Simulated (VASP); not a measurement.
Runs of VASP 6.6.1 on Sn3C. The structure is that of space group Pm-3m (No. 221), or close to it. The cells are those of the table. The cell was built from a structure type or drawn by symmetry, and may not be a known phase.

```tsv
task	cell	k mesh	cutoff (eV)	gap on the mesh (eV)	pressure (GPa)	relaxed volume (Å³/atom)
relaxation of cell and atoms	relaxed from a = 4.499 Å, 4 atoms	10 × 10 × 10	600	none	0.0	(a)
single point	a = 4.471 Å, 4 atoms	10 × 10 × 10	520	none	-0.1	-
relaxation of cell and atoms	relaxed from a = 4.931 Å, 4 atoms	4 × 4 × 4	600	none	-0.1	22.76
single point	a = 4.499 Å, 4 atoms	4 × 4 × 4	520	none	-0.1	-
single point	a = 4.931 Å, 4 atoms	4 × 4 × 4	520	none	-8.9	-
```

Alike in all rows: level PBE; potentials or basis VASP PAW PBE potentials, release 64 (Sn_d, C); no spin polarisation; smearing gaussian 0.1 eV.

Question: Estimate the missing entries.

Answer: (a) 22.33.

Caveats: spin-orbit coupling is left out, which moves the levels of the heavy elements; the volume moved by over 15 % at a fixed basis, so the end points are rough (at least some runs); the cell stands under tension (at least some runs).

A k mesh can miss the band edges, and the runs leave out spin-orbit coupling on Sn.

A gap of «none» marks levels without a gap at the run's occupations.
